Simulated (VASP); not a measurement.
Sn4S:

```
Sn S
1.0
    -3.38553    3.38553    3.38553
     3.38553   -3.38553    3.38553
     3.38553    3.38553   -3.38553
Sn S
4 1
Direct
  0.00000 0.63058 0.00000
  0.36942 0.36942 0.36942
  0.00000 0.00000 0.63058
  0.63058 0.00000 0.00000
  0.00000 0.00000 0.00000
```

| Item | Value |
| --- | --- |
| Program | VASP 6.6.1 |
| Task | relaxation of cell and atoms |
| Functional | PBE |
| Potentials or basis | VASP PAW PBE potentials, release 64 (Sn_d, S) |
| Cutoff | 600 eV |
| k mesh | 4 × 4 × 4 |
| Occupations | gaussian, width 0.1 eV |
| Spin | no spin polarisation |

At the start: pressure 15.7 GPa; volume 31.04 Å³/atom.

How do energy, volume and symmetry change on relaxing?

Over 11 steps the energy falls by 1120.5 meV/atom and the volume is 29.39 Å³/atom (-5.3 %); space group Im-3m (No. 229, to 0.05 Å).

Step by step:
| step | energy change (eV) | largest force (eV/Å) | pressure (GPa) | volume (Å³) |
| --- | --- | --- | --- | --- |
| 1 | 0.0000 | 6.6235 | 15.69 | 155.22 |
| 2 | -3.0900 | 0.0054 | -5.46 | 234.03 |
| 3 | -3.8156 | 1.0412 | -2.83 | 200.03 |
| 4 | -3.8159 | 1.0914 | -2.69 | 199.05 |
| 5 | -4.2967 | 1.0848 | -2.30 | 185.07 |
| 6 | -5.1813 | 0.9912 | 2.22 | 147.06 |
| 7 | -5.1645 | 0.9085 | 4.91 | 138.19 |
| 8 | -5.1908 | 0.9522 | 3.51 | 142.40 |
| 9 | -5.4618 | 0.4182 | 1.87 | 143.72 |
| 10 | -5.5585 | 0.1789 | 0.98 | 144.80 |
| 11 | -5.6023 | 0.0175 | 0.01 | 146.97 |

Final structure:
```
Sn S
1.0
    -3.32451    3.32451    3.32451
     3.32451   -3.32451    3.32451
     3.32451    3.32451   -3.32451
Sn S
4 1
Direct
  0.00000 0.49645 0.00000
  0.50355 0.50355 0.50355
  0.00000 0.00000 0.49645
  0.49645 0.00000 0.00000
  0.00000 0.00000 0.00000
```
